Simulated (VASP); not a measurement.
# Mg2Si (Fm-3m) in VASP: settings compared, part 2 of 2

VASP 6.6.1. The steps go on from the part before.

**4. Single point, r2SCAN**

File POSCAR:

```
Mg2Si
1.0
    0.0000000000      3.1689631864      3.1689631864
    3.1689631864      0.0000000000      3.1689631864
    3.1689631864      3.1689631864      0.0000000000
Si Mg
1 2
Direct
    0.0000000000      0.0000000000      0.0000000000
    0.2500000000      0.2500000000      0.2500000000
    0.7500000000      0.7500000000      0.7500000000
```

File INCAR.step1:

```
PREC     = Accurate       # precision mode
ENCUT    = 660            # plane-wave cutoff, eV
ISMEAR   = 0              # smearing method
SIGMA    = 0.01           # smearing width, eV
LREAL    = False          # projectors in reciprocal space
LASPH    = True           # aspherical terms in the spheres
NELM     = 120            # most SCF steps
NBANDS   = 11             # bands
GGA      = PE             # functional
ALGO     = Normal         # electronic algorithm
EDIFF    = 1E-5           # SCF threshold, eV
LWAVE    = True           # write WAVECAR
LCHARG   = False          # write CHGCAR
GGA_COMPAT= False
```

File INCAR.step2:

```
PREC     = Accurate       # precision mode
ENCUT    = 660            # plane-wave cutoff, eV
EDIFF    = 1E-6           # SCF threshold, eV
ISMEAR   = 0              # smearing method
SIGMA    = 0.01           # smearing width, eV
LREAL    = False          # projectors in reciprocal space
LASPH    = True           # aspherical terms in the spheres
NELM     = 120            # most SCF steps
ALGO     = Normal         # electronic algorithm
ISIF     = 2              # what is computed and relaxed
LWAVE    = False          # write WAVECAR
LCHARG   = False          # write CHGCAR
METAGGA  = R2SCAN         # meta-GGA
LMIXTAU  = True         
NBANDS   = 11             # bands
ISTART   = 1            
GGA_COMPAT= False
```

File KPOINTS:

```
Automatic mesh
0
Gamma
  8 8 8
```

Potentials or basis: VASP PAW PBE potentials, release 64 (Si, Mg).

Run with:

```console
cat potpaw_PBE.64/Si/POTCAR potpaw_PBE.64/Mg/POTCAR > POTCAR
cp INCAR.step1 INCAR
mpirun -np 1 vasp_std > vasp.out
cp INCAR.step2 INCAR
mpirun -np 1 vasp_std > vasp.out
```

OUTCAR:

```text
PREC = Accurate
   ENCUT = 660
   EDIFF = 1E-6
   ISMEAR = 0
   LREAL = False
   LASPH = True
   NELM = 120
   ISIF = 2
   METAGGA = R2SCAN
   ISTART = 1

 ion  position               nearest neighbor table
   1  0.000  0.000  0.000-   2 2.74   3 2.74   3 2.74   3 2.74   3 2.74   2 2.74   2 2.74   2 2.74

   2  0.250  0.250  0.250-   1 2.74   1 2.74   1 2.74   1 2.74   3 3.17   3 3.17   3 3.17   3 3.17
                             3 3.17   3 3.17
   3  0.750  0.750  0.750-   1 2.74   1 2.74   1 2.74   1 2.74   2 3.17   2 3.17   2 3.17   2 3.17
                             2 3.17   2 3.17

  LATTYP: Found a face centered cubic cell.
 ALAT       =     6.3379263728

  Lattice vectors:

 A1 = (   0.0000000000,   3.1689631864,   3.1689631864)
 A2 = (   3.1689631864,   0.0000000000,   3.1689631864)
 A3 = (   3.1689631864,   3.1689631864,   0.0000000000)

Analysis of symmetry for initial positions (statically):
=====================================================================
 Subroutine PRICEL returns:
 Original cell was already a primitive cell.

 Routine SETGRP: Setting up the symmetry group for a
 face centered cubic supercell.

 Subroutine GETGRP returns: Found 48 space group operations
 (whereof 48 operations were pure point group operations)
 out of a pool of 48 trial point group operations.

The static configuration has the point symmetry O_h .

Analysis of symmetry for dynamics (positions and initial velocities):
=====================================================================
 Subroutine PRICEL returns:
 Original cell was already a primitive cell.

 Routine SETGRP: Setting up the symmetry group for a
 face centered cubic supercell.

 Subroutine GETGRP returns: Found 48 space group operations
 (whereof 48 operations were pure point group operations)
[... 123 lines left out ...]
     AMIX     =   0.40;   BMIX     =  1.00
     AMIX_MAG =   1.60;   BMIX_MAG =  1.00
  volume/ion in A,a.u.               =      21.22       143.17
  Fermi-wavevector in a.u.,A,eV,Ry     =   0.820057  1.549684  9.149840  0.672494
  Thomas-Fermi vector in A             =   1.930972
   LORBIT       =      0    0 simple, 1 ext, 2 COOP (PROOUT), +10 PAW based schemes
   METAGGA = R2SCAN    functional components
   LHFCALC =     F    Hartree Fock is set to
   AEXX    =    0.0000 exact exchange contribution
   IVDW    =     0    specifies the selected vdW correction
   LEPSILON=     F    determine dielectric tensor
   LRPA    =     F    only Hartree local field effects (RPA)
 non-spin polarized calculation
 Gauss-broadening in eV      SIGMA  =   0.01
  energy-cutoff  :      660.00
  volume of cell :       63.65
 maximum number of plane-waves:      2477
 NGX is ok and might be reduce to    40
   NGX = 19   NGY = 19   NGZ = 19

 number of electron       8.0000000 magnetization

 Free energy of the ion-electron system (eV)
  ---------------------------------------------------
  ext. energy  EPLUGINS =         0.00000000
  ---------------------------------------------------
  free energy    TOTEN  =       -17.68376021 eV

  energy without entropy =      -17.68376021  energy(sigma->0) =      -17.68376021

 E-fermi :   3.6526     XC(G=0):  -9.2081

 val. band max:        3.5594568928   @ k =   0.0000   0.0000   0.0000
 cond. band min:       4.0076631336   @ k =   0.5000   0.5000   0.0000
 fundamental gap:      0.4482062407
 Fermi energy:         3.6525727417

 k-point     1 :       0.0000    0.0000    0.0000
  band No.  band energies     occupation
      1      -5.9840      2.00000
      2       3.5595      2.00000
      3       3.5595      2.00000
      4       3.5595      2.00000
      5       6.0549      0.00000
      6       6.4011      0.00000
      7       6.4011      0.00000
      8       6.4011      0.00000
      9       9.5251      0.00000
     10       9.5251      0.00000
     11      11.1465      0.00000
[... 309 lines left out ...]
 k-point    24 :      -0.3750    0.2500    0.1250
  band No.  band energies     occupation
      1      -4.2118      2.00000
      2      -0.9497      2.00000
      3       1.0267      2.00000
      4       2.0370      2.00000
      5       6.0228      0.00000
      6       6.3535      0.00000
      7       8.5099      0.00000
      8       9.0948      0.00000
      9       9.9506      0.00000
     10      11.7547      0.00000
     11      13.1908      0.00000

 [... further k-points ...]
[... 5 lines left out ...]
  --------------------------------------------------------------------------------------
  -------------------------------------------------------------------------------------
  Total       -0.1125585     -0.1125585     -0.1125585      0.0000000      0.0000000     -0.0000000
  in kB       -2.8333955     -2.8333955     -2.8333955      0.0000000      0.0000000     -0.0000000
  external PRESSURE =      -2.8333955 kB  Pullay stress =       0.0000000 kB

 VOLUME and BASIS-vectors are now :
 -----------------------------------------------------------------------------
  energy-cutoff  :      660.00
  volume of cell :       63.65
      direct lattice vectors                 reciprocal lattice vectors
     0.000000000  3.168963186  3.168963186    -0.157780312  0.157780312  0.157780312
     3.168963186  0.000000000  3.168963186     0.157780312 -0.157780312  0.157780312
     3.168963186  3.168963186  0.000000000     0.157780312  0.157780312 -0.157780312

 POSITION                                       TOTAL-FORCE (eV/Angst)
 -----------------------------------------------------------------------------------
      0.00000      0.00000      0.00000         0.000000     -0.000000     -0.000000
      1.58448      1.58448      1.58448        -0.000000     -0.000000      0.000000
      4.75344      4.75344      4.75344         0.000000      0.000000     -0.000000
 -----------------------------------------------------------------------------------
    total drift:                               -0.000000      0.000000      0.000000

  FREE ENERGIE OF THE ION-ELECTRON SYSTEM (eV)
  ---------------------------------------------------
  free  energy   TOTEN  =       -17.6837602053 eV

  energy  without entropy=      -17.6837602053  energy(sigma->0) =      -17.68376021
```

OUTCAR.step1:

```text
PREC = Accurate
   ENCUT = 660
   ISMEAR = 0
   LREAL = False
   LASPH = True
[... 564 lines left out ...]
      0.00000      0.00000      0.00000        -0.000000     -0.000000     -0.000000
      1.58448      1.58448      1.58448         0.000000      0.000000      0.000000
      4.75344      4.75344      4.75344        -0.000000     -0.000000     -0.000000
 -----------------------------------------------------------------------------------
    total drift:                               -0.000000      0.000000     -0.000000

  FREE ENERGIE OF THE ION-ELECTRON SYSTEM (eV)
  ---------------------------------------------------
  free  energy   TOTEN  =        -8.9130741165 eV

  energy  without entropy=       -8.9130741165  energy(sigma->0) =       -8.91307412
```

It took 3.1 min on 1 thread of Intel Xeon 8259CL, shared host; peak memory 0.26 GiB.

What came out:

| Item | Value |
| --- | --- |
| Free energy | -17.6838 eV |
| Pressure | -0.3 GPa |
| Band gap on the k mesh | 0.45 eV (least direct gap 2.48 eV) |

Levels at points of the mesh, in eV from the valence-band top:
```
           k point  band 1  band 2  band 3  band 4  band 5  band 6  band 7  band 8  band 9
(0.00, 0.00, 0.00)   -9.54    0.00    0.00    0.00    2.50    2.84    2.84    2.84    5.97
(0.50, 0.00, 0.00)   -8.05   -4.91   -0.74   -0.74    1.74    2.83    2.83    5.64    8.52
(0.50, 0.50, 0.00)   -7.46   -4.56   -2.04   -2.04    0.45    0.76    8.69    8.69    9.02
```

Caveat: the structure was generated, so it needn't be the stable form of Mg2Si; semilocal functionals underestimate gaps, and a narrow one can read as zero; the PAW data sets were made with another functional, which shifts forces and pressure a little.

**5. The runs side by side**

| level | cell | k mesh | cutoff (eV) | gap on the mesh (eV) | pressure (GPa) |
| --- | --- | --- | --- | --- | --- |
| PBE | a = 4.482 Å, angles 60.0°, 3 atoms | 8 × 8 × 8 | 600 | 0.20 | 0.6 |
| r2SCAN | a = 4.569 Å, angles 60.0°, 3 atoms | 6 × 6 × 6 | 660 | 0.50 | -3.3 |
| r2SCAN | a = 4.482 Å, angles 60.0°, 3 atoms | 8 × 8 × 8 | 660 | 0.45 | -0.3 |

Alike in all rows: task single point; potentials or basis VASP PAW PBE potentials, release 64 (Si, Mg); no spin polarisation; smearing gaussian 0.01 eV.

Caveats: the structure was generated, so it needn't be the stable form of Mg2Si; semilocal functionals underestimate gaps, and a narrow one can read as zero; the PAW data sets were made with another functional, which shifts forces and pressure a little (at least some runs); the cell stands under tension (at least some runs).

Total energies depend on the potentials used, so only differences within one code and one set of settings carry meaning.
